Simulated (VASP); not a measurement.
# Al (P6_3/mmc) in VASP: single point with PBE

Aim: the single point of Al with PBE.

Program: VASP 6.6.1. These are calculated values, not measurements. Logs are shortened: lines on timing, memory, paths and dates and some standing lists are left out, and cuts for length are marked.

## 1. The cell of the first run

Symmetry: P6_3/mmc, No. 194, hexagonal system. The conventional cell has a = 2.812 Å, b = 2.812 Å, c = 4.867 Å, α = 90.00°, β = 90.00°, γ = 120.00°. Al (site symmetry -6m2) has 12 Al at 2.81 to 2.93 Å within 3.7 Å.

This isn't the form of Al at room conditions, which is fcc.

## 2. Single point, PBE

File INCAR:

```
SYSTEM = Al
ALGO = Fast
EDIFF = 1E-6
ENCUT = 520
GGA = PE
ISIF = 2
ISMEAR = 0
LASPH = .True.
LCHARG = .False.
LREAL = Auto
LWAVE = .False.
NBANDS = 134
NELM = 80
PREC = Accurate
SIGMA = 0.05
```

File KPOINTS:

```
k-points
0
Gamma
  2 2 2
  0 0 0
```

File POSCAR:

```
Al
1.0
   -2.8124550000     -4.8713160000      9.7337000000
   -2.8124550000     -4.8713160000     -9.7337000000
   11.2498210000      0.0000000000      0.0000000000
Al
64
Direct
    0.1041670000      0.2291670000      0.3333340000
    0.1041670000      0.7291670000      0.8333340000
    0.3541670000      0.4791670000      0.8333340000
    0.6041670000      0.2291670000      0.8333340000
    0.8541670000      0.4791670000      0.5833340000
    0.1041670000      0.2291670000      0.5833340000
    0.6041670000      0.2291670000      0.3333340000
    0.3541670000      0.9791670000      0.3333340000
    0.6041670000      0.7291670000      0.3333340000
    0.8541670000      0.4791670000      0.3333340000
    0.8541670000      0.9791670000      0.0833340000
    0.1041670000      0.7291670000      0.0833340000
    0.3541670000      0.4791670000      0.0833340000
    0.6041670000      0.2291670000      0.0833340000
    0.6041670000      0.7291670000      0.8333340000
    0.8541670000      0.4791670000      0.8333340000
    0.1041670000      0.2291670000      0.8333340000
    0.3541670000      0.4791670000      0.5833340000
    0.6041670000      0.2291670000      0.5833340000
    0.8541670000      0.9791670000      0.8333340000
    0.3541670000      0.9791670000      0.5833340000
    0.6041670000      0.7291670000      0.5833340000
    0.8541670000      0.9791670000      0.3333340000
    0.1041670000      0.7291670000      0.3333340000
    0.3541670000      0.4791670000      0.3333340000
    0.3541670000      0.9791670000      0.0833340000
    0.6041670000      0.7291670000      0.0833340000
    0.8541670000      0.4791670000      0.0833340000
    0.1041670000      0.2291670000      0.0833340000
    0.3541670000      0.9791670000      0.8333340000
    0.8541670000      0.9791670000      0.5833340000
    0.1041670000      0.7291670000      0.5833340000
    0.1458330000      0.0208330000      0.1666660000
    0.1458330000      0.5208330000      0.6666660000
    0.3958330000      0.2708330000      0.6666660000
    0.6458330000      0.0208330000      0.6666660000
    0.8958330000      0.2708330000      0.4166660000
    0.1458330000      0.0208330000      0.4166660000
    0.6458330000      0.0208330000      0.1666660000
    0.3958330000      0.7708330000      0.1666660000
    0.6458330000      0.5208330000      0.1666660000
    0.8958330000      0.2708330000      0.1666660000
    0.8958330000      0.7708330000      0.9166660000
    0.1458330000      0.5208330000      0.9166660000
    0.3958330000      0.2708330000      0.9166660000
    0.6458330000      0.0208330000      0.9166660000
    0.6458330000      0.5208330000      0.6666660000
    0.8958330000      0.2708330000      0.6666660000
    0.1458330000      0.0208330000      0.6666660000
    0.3958330000      0.2708330000      0.4166660000
    0.6458330000      0.0208330000      0.4166660000
    0.8958330000      0.7708330000      0.6666660000
    0.3958330000      0.7708330000      0.4166660000
    0.6458330000      0.5208330000      0.4166660000
    0.8958330000      0.7708330000      0.1666660000
    0.1458330000      0.5208330000      0.1666660000
    0.3958330000      0.2708330000      0.1666660000
    0.3958330000      0.7708330000      0.9166660000
    0.6458330000      0.5208330000      0.9166660000
    0.8958330000      0.2708330000      0.9166660000
    0.1458330000      0.0208330000      0.9166660000
    0.3958330000      0.7708330000      0.6666660000
    0.8958330000      0.7708330000      0.4166660000
    0.1458330000      0.5208330000      0.4166660000
```

Potentials or basis: VASP PAW PBE potentials, release 64 (Al).

Launch:

```bash
$ cat potpaw_PBE.64/Al/POTCAR > POTCAR
$ mpirun -np 1 vasp_std > vasp.out
```

OUTCAR:

```text
SYSTEM = Al
   EDIFF = 1E-6
   ENCUT = 520
   GGA = PE
   ISIF = 2
   ISMEAR = 0
   LASPH = .True.
   LREAL = Auto
   NELM = 80
   PREC = Accurate

 ion  position               nearest neighbor table
   1  0.104  0.229  0.333-   6 2.81  29 2.81  25 2.81  23 2.81  18 2.81  11 2.81  37 2.93  38 2.93
                            50 2.93  64 2.93  33 2.93  42 2.93
   2  0.104  0.729  0.833-  12 2.81  32 2.81  30 2.81  16 2.81   5 2.81  26 2.81  43 2.93  44 2.93
                            58 2.93  61 2.93  34 2.93  52 2.93
   3  0.354  0.479  0.833-  13 2.81  18 2.81  17 2.81  15 2.81   6 2.81  27 2.81  44 2.93  45 2.93
                            58 2.93  59 2.93  34 2.93  35 2.93
   4  0.604  0.229  0.833-  14 2.81  19 2.81  16 2.81  30 2.81  28 2.81  21 2.81  45 2.93  46 2.93
                            59 2.93  60 2.93  35 2.93  36 2.93
   5  0.854  0.479  0.583-  10 2.81  16 2.81  19 2.81  32 2.81   2 2.81   7 2.81  47 2.93  48 2.93
                            34 2.93  52 2.93  37 2.93  54 2.93
   6  0.104  0.229  0.583-   1 2.81  17 2.81  18 2.81  31 2.81  23 2.81   3 2.81  48 2.93  49 2.93
                            34 2.93  35 2.93  37 2.93  38 2.93
   7  0.604  0.229  0.333-  14 2.81  19 2.81   8 2.81  10 2.81   5 2.81  26 2.81  50 2.93  51 2.93
                            37 2.93  54 2.93  39 2.93  57 2.93
   8  0.354  0.979  0.333-  21 2.81  26 2.81  24 2.81   7 2.81  19 2.81  12 2.81  38 2.93  53 2.93
                            51 2.93  50 2.93  40 2.93  33 2.93
   9  0.604  0.729  0.333-  22 2.81  27 2.81  25 2.81  23 2.81  13 2.81  31 2.81  53 2.93  54 2.93
[... 97 lines left out ...]
  58  0.396  0.771  0.917-  40 2.81  62 2.81  46 2.81  44 2.81  34 2.81  39 2.81  15 2.93  30 2.93
                             2 2.93   3 2.93  27 2.93  26 2.93
  59  0.646  0.521  0.917-  41 2.81  47 2.81  45 2.81  43 2.81  35 2.81  55 2.81  15 2.93  16 2.93
                             3 2.93   4 2.93  27 2.93  28 2.93
  60  0.896  0.271  0.917-  42 2.81  48 2.81  46 2.81  44 2.81  36 2.81  56 2.81  16 2.93  17 2.93
                             4 2.93  20 2.93  28 2.93  29 2.93
  61  0.146  0.021  0.917-  33 2.81  49 2.81  45 2.81  43 2.81  52 2.81  57 2.81  17 2.93  30 2.93
                            20 2.93   2 2.93  29 2.93  26 2.93
  62  0.396  0.771  0.667-  53 2.81  58 2.81  34 2.81  36 2.81  46 2.81  64 2.81  21 2.93  22 2.93
                            18 2.93  32 2.93  30 2.93  15 2.93
  63  0.896  0.771  0.417-  52 2.81  55 2.81  54 2.81  38 2.81  49 2.81  41 2.81  23 2.93  24 2.93
                             9 2.93  10 2.93  31 2.93  32 2.93
  64  0.146  0.521  0.417-  34 2.81  56 2.81  53 2.81  37 2.81  42 2.81  62 2.81  24 2.93  25 2.93
                             1 2.93  10 2.93  18 2.93  32 2.93

  LATTYP: Found a face centered orthorhombic cell.
 ALAT       =    11.2498218117
 B/A-ratio  =     1.7304629643
 C/A-ratio  =     1.7320507756

  Lattice vectors:

 A1 = (   8.4373660000,  -4.8713160000,  -9.7337000000)
 A2 = (   5.6249110000,  -9.7426320000,   0.0000000000)
 A3 = (  -2.8124550000,  -4.8713160000,  -9.7337000000)

Analysis of symmetry for initial positions (statically):
=====================================================================
 Subroutine PRICEL returns following result:

  LATTYP: Found a hexagonal cell.
 ALAT       =     2.8124552500
 C/A-ratio  =     1.7304630891

  Lattice vectors:

 A1 = (  -2.8124552500,   0.0000000000,   0.0000000000)
 A2 = (   1.4062275000,   2.4356580000,   0.0000000000)
 A3 = (   0.0000000000,   0.0000000000,  -4.8668500000)

  32 primitive cells build up your supercell.

 Routine SETGRP: Setting up the symmetry group for a
 face centered orthorhombic supercell.

 Subroutine GETGRP returns: Found  8 space group operations
 (whereof  4 operations were pure point group operations)
 out of a pool of  8 trial point group operations.

The static configuration has the point symmetry C_2h.
 The point group associated with its full space group is D_2h.

Analysis of symmetry for dynamics (positions and initial velocities):
=====================================================================
 Subroutine PRICEL returns following result:

  LATTYP: Found a hexagonal cell.
 ALAT       =     2.8124552500
 C/A-ratio  =     1.7304630891

  Lattice vectors:

 A1 = (  -2.8124552500,   0.0000000000,   0.0000000000)
[... 56 lines left out ...]

  Length of vectors
     0.057388971  0.057388971  0.051320838

  Shift w.r.t. Gamma in fractional coordinates (k-lattice)
     0.000000000  0.000000000  0.000000000

 Subroutine IBZKPT returns following result:
 ===========================================

 Found      5 irreducible k-points:

 Following reciprocal coordinates:
            Coordinates               Weight
  0.000000  0.000000  0.000000      1.000000
  0.500000  0.000000  0.000000      4.000000
  0.500000  0.500000  0.000000      1.000000
  0.000000  0.000000  0.500000      1.000000
  0.500000  0.500000  0.500000      1.000000
   k-points           NKPTS =      5   k-points in BZ     NKDIM =      5   number of bands    NBANDS=    134
   number of dos      NEDOS =    301   number of ions     NIONS =     64
   total plane-waves  NPLWV = 592704
   dimension x,y,z NGX =    84 NGY =   84 NGZ =   84
   dimension x,y,z NGXF=   168 NGYF=  168 NGZF=  168
   ions per type =              64
   NGX,Y,Z   is equivalent  to a cutoff of  12.42, 12.42, 12.41 a.u.
   NGXF,Y,Z  is equivalent  to a cutoff of  24.84, 24.84, 24.83 a.u.
 SYSTEM =  Al
   PREC   = accura    normal or accurate (medium, high low for compatibility)
   ISTART =      0    job   : 0-new  1-cont  2-samecut
   ICHARG =      2    charge: 1-file 2-atom 10-const
   ISPIN  =      1    spin polarized calculation?
   LNONCOLLINEAR =      F non collinear calculations
   LSORBIT =      F    spin-orbit coupling
   LASPH  =      T    aspherical Exc in radial PAW
   ENCUT  =  520.0 eV  38.22 Ry    6.18 a.u.  20.90 20.90 20.92*2*pi/ulx,y,z
   NELM   =     80;   NELMIN=  2; NELMDL= -5     # of ELM steps
   EDIFF  = 0.1E-05   stopping-criterion for ELM
   LREAL  =      T    real-space projection
   EDIFFG = 0.1E-04   stopping-criterion for IOM
   NSW    =      0    number of steps for IOM
   IBRION =     -1    ionic relax: 0-MD 1-quasi-New 2-CG
   NFREE  =      0    steps in history (QN), initial steepest desc. (CG)
   ISIF   =      2    stress and relaxation
   ISYM   =      2    0-nonsym 1-usesym 2-fastsym
   POTIM  = 0.5000    time-step for ionic-motion
   TEBEG  =    0.0;   TEEND  =   0.0 temperature during run
   PSTRESS=    0.0 pullay stress
   NELECT =     192.0000    total number of electrons
   NUPDOWN=      -1.0000    fix difference up-down
   EMIN   =  10.00;   EMAX   =-10.00  energy-range for DOS
   EFERMI =   0.00;   METHOD = LEGACY
   ISMEAR =     0;   SIGMA  =   0.05  broadening in eV -4-tet -1-fermi 0-gaus
   EFERMI_NEDOS =   21; number of points for ismear=-14 and -15
   IALGO  =     68    algorithm
   IMIX   =      4    mixing-type and parameters
     AMIX     =   0.40;   BMIX     =  1.00
     AMIX_MAG =   1.60;   BMIX_MAG =  1.00
  volume/ion in A,a.u.               =      16.67       112.49
  Fermi-wavevector in a.u.,A,eV,Ry     =   0.924291  1.746656 11.623640  0.854313
  Thomas-Fermi vector in A             =   2.050021
   LORBIT       =      0    0 simple, 1 ext, 2 COOP (PROOUT), +10 PAW based schemes
   GGA     = PE    functional components
   LHFCALC =     F    Hartree Fock is set to
   AEXX    =    0.0000 exact exchange contribution
   IVDW    =     0    specifies the selected vdW correction
   LEPSILON=     F    determine dielectric tensor
   LRPA    =     F    only Hartree local field effects (RPA)
 non-spin polarized calculation
 RMM-DIIS sequential band-by-band and
 Gauss-broadening in eV      SIGMA  =   0.05
  energy-cutoff  :      520.00
  volume of cell :     1066.84
 maximum number of plane-waves:     28760
 NGX is ok and might be reduce to    84
   NGX = 41   NGY = 41   NGZ = 41

 number of electron     192.0000002 magnetization

 Free energy of the ion-electron system (eV)
  ---------------------------------------------------
  ext. energy  EPLUGINS =         0.00000000
  ---------------------------------------------------
  free energy    TOTEN  =      -236.63913035 eV

  energy without entropy =     -236.57897105  energy(sigma->0) =     -236.60905070

 E-fermi :   7.7969     XC(G=0): -10.1605

 val. band max:        7.7762579561   @ k =   0.0000   0.0000   0.0000
 cond. band min:       7.9277554353   @ k =   0.5000   0.0000   0.0000
 fundamental gap:      0.1514974792
 Fermi energy:         7.7968884141

 k-point     1 :       0.0000    0.0000    0.0000
  band No.  band energies     occupation
      1      -3.1763      2.00000
      2      -1.6254      2.00000
      3      -1.6254      2.00000
      4      -1.6235      2.00000
      5      -1.6235      2.00000
      6      -1.2397      2.00000
[... 544 lines left out ...]
    107       8.6175      0.00000
    108       8.6175      0.00000
 [bands above 108 left out]

------------------------ aborting loop because EDIFF is reached ----------------------------------------

  FORCE on cell =-STRESS in cart. coord.  units (eV):
  Direction    XX          YY          ZZ          XY          YZ          ZX
  --------------------------------------------------------------------------------------
  -------------------------------------------------------------------------------------
  Total        0.6183762     -5.4142362    -11.0794136     -5.2243943      0.0000000      0.0000000
  in kB        0.9286744     -8.1310739    -16.6390103     -7.8459703      0.0000000      0.0000000
  external PRESSURE =      -7.9471366 kB  Pullay stress =       0.0000000 kB

 VOLUME and BASIS-vectors are now :
 -----------------------------------------------------------------------------
  energy-cutoff  :      520.00
  volume of cell :     1066.84
      direct lattice vectors                 reciprocal lattice vectors
    -2.812455000 -4.871316000  9.733700000     0.000000000 -0.102641668  0.051367928
    -2.812455000 -4.871316000 -9.733700000     0.000000000 -0.102641668 -0.051367928
    11.249821000  0.000000000  0.000000000     0.088890303 -0.051320829  0.000000000

 POSITION                                       TOTAL-FORCE (eV/Angst)
 -----------------------------------------------------------------------------------
      2.81246     -1.62378     -1.21671         0.006988     -0.004034      0.000000
      7.03114     -4.05943     -6.08356         0.006988     -0.004034      0.000000
      7.03114     -4.05943     -1.21671         0.006988     -0.004034      0.000000
      7.03114     -4.05943      3.65014         0.006988     -0.004034      0.000000
      2.81246     -6.49509      3.65014         0.006988     -0.004034      0.000000
      5.62492     -1.62378     -1.21671         0.006988     -0.004034      0.000000
[... 56 lines left out ...]
     -0.00001     -8.11886      1.21671        -0.006988      0.004034      0.000000
      2.81245     -3.24754     -3.65014        -0.006988      0.004034      0.000000
 -----------------------------------------------------------------------------------
    total drift:                                0.000000      0.000000      0.000000

  FREE ENERGIE OF THE ION-ELECTRON SYSTEM (eV)
  ---------------------------------------------------
  free  energy   TOTEN  =      -236.6391303513 eV

  energy  without entropy=     -236.5789710533  energy(sigma->0) =     -236.60905070
```

Run time: 11 min. Hardware: 1 thread of Intel Xeon 6975P-C (Granite Rapids), shared host; peak memory 1.3 GiB.

What came out:

* Free energy: -236.6391 eV
* Pressure: -0.8 GPa
* Largest force: 0.008 eV/Å
* Band gap on the k mesh: zero (bands 96 and 97 overlap by 0.38 eV)

Forces on the atoms (eV/Å):
```
Al   0.007 -0.004  0.000
Al   0.007 -0.004  0.000
Al   0.007 -0.004  0.000
Al   0.007 -0.004  0.000
Al   0.007 -0.004  0.000
Al   0.007 -0.004  0.000
Al   0.007 -0.004  0.000
Al   0.007 -0.004  0.000
Al   0.007 -0.004  0.000
Al   0.007 -0.004  0.000
Al   0.007 -0.004  0.000
Al   0.007 -0.004  0.000
Al   0.007 -0.004  0.000
Al   0.007 -0.004  0.000
Al   0.007 -0.004  0.000
Al   0.007 -0.004  0.000
Al   0.007 -0.004  0.000
Al   0.007 -0.004  0.000
Al   0.007 -0.004  0.000
Al   0.007 -0.004  0.000
Al   0.007 -0.004  0.000
Al   0.007 -0.004  0.000
Al   0.007 -0.004  0.000
Al   0.007 -0.004  0.000
Al   0.007 -0.004  0.000
Al   0.007 -0.004  0.000
Al   0.007 -0.004  0.000
Al   0.007 -0.004  0.000
Al   0.007 -0.004  0.000
Al   0.007 -0.004  0.000
Al   0.007 -0.004  0.000
Al   0.007 -0.004  0.000
Al  -0.007  0.004  0.000
Al  -0.007  0.004  0.000
Al  -0.007  0.004  0.000
Al  -0.007  0.004  0.000
Al  -0.007  0.004  0.000
Al  -0.007  0.004  0.000
Al  -0.007  0.004  0.000
Al  -0.007  0.004  0.000
Al  -0.007  0.004  0.000
Al  -0.007  0.004  0.000
Al  -0.007  0.004  0.000
Al  -0.007  0.004  0.000
Al  -0.007  0.004  0.000
Al  -0.007  0.004  0.000
Al  -0.007  0.004  0.000
Al  -0.007  0.004  0.000
Al  -0.007  0.004  0.000
Al  -0.007  0.004  0.000
Al  -0.007  0.004  0.000
Al  -0.007  0.004  0.000
Al  -0.007  0.004  0.000
Al  -0.007  0.004  0.000
Al  -0.007  0.004  0.000
Al  -0.007  0.004  0.000
Al  -0.007  0.004  0.000
Al  -0.007  0.004  0.000
Al  -0.007  0.004  0.000
Al  -0.007  0.004  0.000
Al  -0.007  0.004  0.000
Al  -0.007  0.004  0.000
Al  -0.007  0.004  0.000
Al  -0.007  0.004  0.000
```

Caveat: the k points lie up to 0.36 Å⁻¹ apart.
